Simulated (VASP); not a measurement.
Input of a VASP 6.6.1 run:

INCAR

```
SYSTEM = BaTiO3
  PREC = Accurate
  ENCUT = 520
  EDIFF = 1E-6
  ISMEAR = 0
  SIGMA = 0.05
  LREAL = .FALSE.
  LASPH = .TRUE.
  NELM = 150
  ALGO = Normal
  ISIF = 2
  LWAVE = .FALSE.
  LCHARG = .FALSE.
  LMAXMIX = 4
  LDAU = .TRUE.
  LDAUTYPE = 2
  LDAUL = -1 2 -1
  LDAUU = 0 4 0
  LDAUJ = 0 0 0
  LDAUPRINT = 1
  GGA = PE
  NBANDS = 28
```

File KPOINTS:

```
regular mesh
0
G
  6 6 6
  0 0 0
```

Contents of POSCAR:

```
BaTiO3
1.0
    4.0082194129      0.0000000000      0.0000000000
    0.0000000000      2.8732814832      2.8859184405
    0.0000000000     -2.8732814832      2.8859184405
Ba Ti O
1 1 3
Direct
    0.0000000000      0.0080771898      0.0080771898
    0.5000000000      0.5197092923      0.5197092923
    0.0000000000      0.4134905969      0.4917982745
    0.5000000000      0.4938075436      0.9829991481
    0.5000000000      0.9829991481      0.4938075436
```

Potentials or basis: VASP PAW PBE potentials, release 64 (Ba_sv, Ti_sv, O).

Run with:

```bash
$ cat potpaw_PBE.64/Ba_sv/POTCAR potpaw_PBE.64/Ti_sv/POTCAR potpaw_PBE.64/O/POTCAR > POTCAR
$ mpirun -np 1 vasp_std > vasp.out
```

**Question.** What does it give for the largest force?

**Answer.** 1.866 eV/Å.

**Question.** Estimate the band gap on the k mesh.

**Answer.** 2.45 eV (least direct gap 2.84 eV).

Stress tensor (GPa, compression positive):
```
 1.71  0.00  0.00
 0.00  4.30 -0.81
 0.00 -0.81  5.29
```

Caveat: the cell differs from its parent crystal (atom 3 (O) moved by (-0.225, -0.225) A along y and z); the cell stands under pressure; spin-orbit coupling is left out, which moves the levels of the heavy elements; forces of over 1 eV/Å act on the atoms, so gaps and moduli don't describe the material at rest. A k mesh can miss the band edges.
